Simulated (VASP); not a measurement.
Runs of VASP 6.6.1 on Fe3I. The structure is that of space group Pm-3m (No. 221), or close to it. The cells are those of the table. 

| task | cell | k mesh | cutoff (eV) | gap on the mesh (eV) | pressure (GPa) | moment (μB) |
| --- | --- | --- | --- | --- | --- | --- |
| single point | a = 4.188 Å, 4 atoms | 4 × 4 × 4 | 520 | none | (a) | 8.76 |
| relaxation of cell and atoms | relaxed from a = 4.188 Å, 4 atoms | 4 × 4 × 4 | 600 | none | 0.1 | (b) |
| single point | a = 3.931 Å, 4 atoms | 4 × 4 × 4 | 520 | none | -0.2 | 8.30 |
| single point | a = 3.922 Å, 4 atoms | 12 × 12 × 12 | 520 | none | -0.2 | 8.20 |

Alike in all rows: level PBE; potentials or basis VASP PAW PBE potentials, release 64 (Fe, I); spin collinear, ferromagnetic start; smearing gaussian 0.1 eV.

Task: Estimate the missing entries.

Result: (a) -11.6; (b) 8.29.

Caveats: some runs use coarse meshes; spin-orbit coupling is left out, which moves the levels of the heavy elements.

A k mesh can miss the band edges, and the runs leave out spin-orbit coupling on I.

A gap of «none» marks levels without a gap at the run's occupations.
